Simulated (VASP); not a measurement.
# Ge2S (Pnnm) in VASP: single point with PBE

Aim: the single point of Ge2S with PBE.

Program: VASP 6.6.1. These are calculated values, not measurements. Logs are shortened: lines on timing, memory, paths and dates and some standing lists are left out, and cuts for length are marked.

## 1. The cell of the first run

It takes space group Pnnm (No. 58, orthorhombic). Conventional cell: a = 4.174 Å, b = 8.261 Å, c = 3.475 Å, α = 90.00°, β = 90.00°, γ = 90.00°. Within 3.4 Å of Ge (site symmetry m) lie 3 S at 2.56 to 2.93 Å and 5 Ge at 2.94 to 3.13 Å. Within 3.4 Å of S (site symmetry 2/m) lie 6 Ge at 2.56 to 2.93 Å.

## 2. Single point, PBE

Input file INCAR:

```
SYSTEM = Ge2S
ALGO     = Normal         ! electronic algorithm
EDIFF    = 1E-6           ! SCF threshold, eV
ENCUT    = 520            ! plane-wave cutoff, eV
GGA      = PE             ! functional
ISIF     = 2              ! what is computed and relaxed
ISMEAR   = 0              ! smearing method
LASPH    = .TRUE.         ! aspherical terms in the spheres
LCHARG   = .FALSE.        ! write CHGCAR
LREAL    = .FALSE.        ! projectors in reciprocal space
LWAVE    = .FALSE.        ! write WAVECAR
NBANDS   = 43             ! bands
NELM     = 100            ! most SCF steps
PREC     = Accurate       ! precision mode
SIGMA    = 0.1            ! smearing width, eV
```

Input file KPOINTS:

```
k-points
0
G
  6 4 2
  0 0 0
```

Input file POSCAR:

```
Ge2S
1.0
    0.0000000000      0.0000000000      3.4750277256
    4.1739459146      0.0000000000      0.0000000000
    0.0000000000      8.2611485476      0.0000000000
Ge S
4 2
Direct
    0.0000000000      0.1705647457      0.3446513433
    0.0000000000      0.8294352543      0.6553486567
    0.5000000000      0.6705647457      0.1553486567
    0.5000000000      0.3294352543      0.8446513433
    0.0000000000      0.0000000000      0.0000000000
    0.5000000000      0.5000000000      0.5000000000
```

Potentials or basis: VASP PAW PBE potentials, release 64 (Ge_d, S).

Command:

```sh
$ cat potpaw_PBE.64/Ge_d/POTCAR potpaw_PBE.64/S/POTCAR > POTCAR
$ mpirun -np 1 vasp_std > vasp.out
```

OUTCAR:

```text
SYSTEM = Ge2S
   EDIFF = 1E-6
   ENCUT = 520
   GGA = PE
   ISIF = 2
   ISMEAR = 0
   LASPH = .TRUE.
   LREAL = .FALSE.
   NELM = 100
   PREC = Accurate

 ion  position               nearest neighbor table
   1  0.000  0.171  0.345-   6 2.56   6 2.56
   2  0.000  0.829  0.655-   6 2.56   6 2.56
   3  0.500  0.671  0.155-   5 2.56   5 2.56
   4  0.500  0.329  0.845-   5 2.56   5 2.56
   5  0.000  0.000  0.000-   3 2.56   4 2.56   3 2.56   4 2.56
   6  0.500  0.500  0.500-   1 2.56   2 2.56   1 2.56   2 2.56

  LATTYP: Found a simple orthorhombic cell.
 ALAT       =     3.4750277256
 B/A-ratio  =     1.2011259317
 C/A-ratio  =     2.3772899671

  Lattice vectors:

 A1 = (   0.0000000000,   0.0000000000,   3.4750277256)
 A2 = (   4.1739459146,   0.0000000000,   0.0000000000)
 A3 = (   0.0000000000,   8.2611485476,   0.0000000000)

Analysis of symmetry for initial positions (statically):
=====================================================================
 Subroutine PRICEL returns:
 Original cell was already a primitive cell.

 Routine SETGRP: Setting up the symmetry group for a
 simple orthorhombic supercell.

 Subroutine GETGRP returns: Found  8 space group operations
 (whereof  4 operations were pure point group operations)
 out of a pool of  8 trial point group operations.

The static configuration has the point symmetry C_2h.
 The point group associated with its full space group is D_2h.

Analysis of symmetry for dynamics (positions and initial velocities):
=====================================================================
 Subroutine PRICEL returns:
 Original cell was already a primitive cell.

 Routine SETGRP: Setting up the symmetry group for a
 simple orthorhombic supercell.

 Subroutine GETGRP returns: Found  8 space group operations
 (whereof  4 operations were pure point group operations)
 out of a pool of  8 trial point group operations.

The dynamic configuration has the point symmetry C_2h.
 The point group associated with its full space group is D_2h.

 Subroutine INISYM returns: Found  8 space group operations
 (whereof  4 operations are pure point group operations),
 and found     1 'primitive' translations

----------------------------------------------------------------------------------------

[... 98 lines left out ...]
   NELM   =    100;   NELMIN=  2; NELMDL= -5     # of ELM steps
   EDIFF  = 0.1E-05   stopping-criterion for ELM
   LREAL  =      F    real-space projection
   EDIFFG = 0.1E-04   stopping-criterion for IOM
   NSW    =      0    number of steps for IOM
   IBRION =     -1    ionic relax: 0-MD 1-quasi-New 2-CG
   NFREE  =      0    steps in history (QN), initial steepest desc. (CG)
   ISIF   =      2    stress and relaxation
   ISYM   =      2    0-nonsym 1-usesym 2-fastsym
   POTIM  = 0.5000    time-step for ionic-motion
   TEBEG  =    0.0;   TEEND  =   0.0 temperature during run
   PSTRESS=    0.0 pullay stress
   NELECT =      68.0000    total number of electrons
   NUPDOWN=      -1.0000    fix difference up-down
   EMIN   =  10.00;   EMAX   =-10.00  energy-range for DOS
   EFERMI =   0.00;   METHOD = LEGACY
   ISMEAR =     0;   SIGMA  =   0.10  broadening in eV -4-tet -1-fermi 0-gaus
   EFERMI_NEDOS =   21; number of points for ismear=-14 and -15
   IALGO  =     38    algorithm
   IMIX   =      4    mixing-type and parameters
     AMIX     =   0.40;   BMIX     =  1.00
     AMIX_MAG =   1.60;   BMIX_MAG =  1.00
  volume/ion in A,a.u.               =      19.97       134.77
  Fermi-wavevector in a.u.,A,eV,Ry     =   1.355385  2.561306 24.994829  1.837068
  Thomas-Fermi vector in A             =   2.482477
   LORBIT       =      0    0 simple, 1 ext, 2 COOP (PROOUT), +10 PAW based schemes
   GGA     = PE    functional components
   LHFCALC =     F    Hartree Fock is set to
   AEXX    =    0.0000 exact exchange contribution
   IVDW    =     0    specifies the selected vdW correction
   LEPSILON=     F    determine dielectric tensor
   LRPA    =     F    only Hartree local field effects (RPA)
 non-spin polarized calculation
 Gauss-broadening in eV      SIGMA  =   0.10
  energy-cutoff  :      520.00
  volume of cell :      119.82
 maximum number of plane-waves:      3268
 NGX is ok and might be reduce to    28
   NGX = 13   NGY = 15   NGZ = 31

 number of electron      68.0000046 magnetization

 Free energy of the ion-electron system (eV)
  ---------------------------------------------------
  ext. energy  EPLUGINS =         0.00000000
  ---------------------------------------------------
  free energy    TOTEN  =       -24.99940131 eV

  energy without entropy =      -24.98807052  energy(sigma->0) =      -24.99373591

 E-fermi :   5.8723     XC(G=0): -10.5746

 val. band max:        5.8668702978   @ k =   0.1667   0.2500   0.5000
 cond. band min:       6.0476736404   @ k =   0.5000   0.2500   0.5000
 fundamental gap:      0.1808033426
 Fermi energy:         5.8722745008

 k-point     1 :       0.0000    0.0000    0.0000
  band No.  band energies     occupation
      1     -18.9478      2.00000
      2     -18.9436      2.00000
      3     -18.9381      2.00000
      4     -18.9366      2.00000
      5     -18.9315      2.00000
      6     -18.9264      2.00000
[... 1093 lines left out ...]
     42      10.6727      0.00000
     43      11.4902      0.00000

------------------------ aborting loop because EDIFF is reached ----------------------------------------

  FORCE on cell =-STRESS in cart. coord.  units (eV):
  Direction    XX          YY          ZZ          XY          YZ          ZX
  --------------------------------------------------------------------------------------
  -------------------------------------------------------------------------------------
  Total       -0.0744100      0.0408490     -0.0275323      0.0000000      0.0000000      0.0000000
  in kB       -0.9949382      0.5461938     -0.3681350      0.0000000      0.0000000      0.0000000
  external PRESSURE =      -0.2722931 kB  Pullay stress =       0.0000000 kB

 VOLUME and BASIS-vectors are now :
 -----------------------------------------------------------------------------
  energy-cutoff  :      520.00
  volume of cell :      119.82
      direct lattice vectors                 reciprocal lattice vectors
     0.000000000  0.000000000  3.475027726     0.000000000  0.000000000  0.287767488
     4.173945915  0.000000000  0.000000000     0.239581447  0.000000000  0.000000000
     0.000000000  8.261148548  0.000000000     0.000000000  0.121048544  0.000000000

 POSITION                                       TOTAL-FORCE (eV/Angst)
 -----------------------------------------------------------------------------------
      0.71193      2.84722      0.00000         0.002921     -0.004867      0.000000
      3.46202      5.41393      0.00000        -0.002921      0.004867      0.000000
      2.79890      1.28336      1.73751         0.002921      0.004867      0.000000
      1.37504      6.97779      1.73751        -0.002921     -0.004867      0.000000
      0.00000      0.00000      0.00000         0.000000      0.000000      0.000000
      2.08697      4.13057      1.73751         0.000000      0.000000      0.000000
 -----------------------------------------------------------------------------------
    total drift:                                0.000000      0.000000      0.000000

  FREE ENERGIE OF THE ION-ELECTRON SYSTEM (eV)
  ---------------------------------------------------
  free  energy   TOTEN  =       -24.9994013095 eV

  energy  without entropy=      -24.9880705204  energy(sigma->0) =      -24.99373591
```

OSZICAR:

```text
N       E                     dE             d eps       ncg     rms          rms(c)
DAV:   1     0.707794411954E+03    0.70779E+03   -0.31952E+04  2485   0.396E+03
DAV:   2     0.109641455681E+03   -0.59815E+03   -0.57757E+03  2064   0.911E+02
DAV:   3    -0.153330910111E+02   -0.12497E+03   -0.12152E+03  2298   0.221E+02
DAV:   4    -0.250172841714E+02   -0.96842E+01   -0.95088E+01  2512   0.646E+01
DAV:   5    -0.253131045254E+02   -0.29582E+00   -0.29488E+00  2337   0.123E+01    0.110E+01
DAV:   6    -0.249876609591E+02    0.32544E+00   -0.65771E-01  2754   0.502E+00    0.689E+00
DAV:   7    -0.250039849362E+02   -0.16324E-01   -0.29791E-01  2738   0.212E+00    0.114E+00
DAV:   8    -0.249989522962E+02    0.50326E-02   -0.27907E-02  2674   0.127E+00    0.350E-01
DAV:   9    -0.249993997788E+02   -0.44748E-03   -0.46086E-03  2399   0.327E-01    0.106E-01
DAV:  10    -0.249993729880E+02    0.26791E-04   -0.27100E-04  2436   0.113E-01    0.424E-02
DAV:  11    -0.249994123008E+02   -0.39313E-04   -0.14108E-04  2479   0.602E-02    0.386E-02
DAV:  12    -0.249994007830E+02    0.11518E-04   -0.32332E-05  2576   0.383E-02    0.896E-03
DAV:  13    -0.249994013095E+02   -0.52649E-06   -0.73467E-06  1858   0.984E-03
   1 F= -.24999401E+02 E0= -.24993736E+02  d E =-.113308E-01
```

Run time: 69 s. Hardware: 1 thread of Intel Xeon Platinum 8375C at 2.90GHz (Ice Lake), shared host; peak memory 0.27 GiB.

Results:

```
Free energy            : -24.9994 eV
Pressure               : 0.0 GPa
Largest force          : 0.006 eV/Å
Band gap on the k mesh : zero (band 34 reaches 6.38 eV, above the bottom of band 35 at 4.53 eV)
```

Forces in eV/Å, atoms in the order of the input:
```
Ge   0.003 -0.005  0.000
Ge  -0.003  0.005  0.000
Ge   0.003  0.005  0.000
Ge  -0.003 -0.005  0.000
S    0.000  0.000  0.000
S    0.000  0.000  0.000
```

Caveat: the k points lie up to 0.38 Å⁻¹ apart.
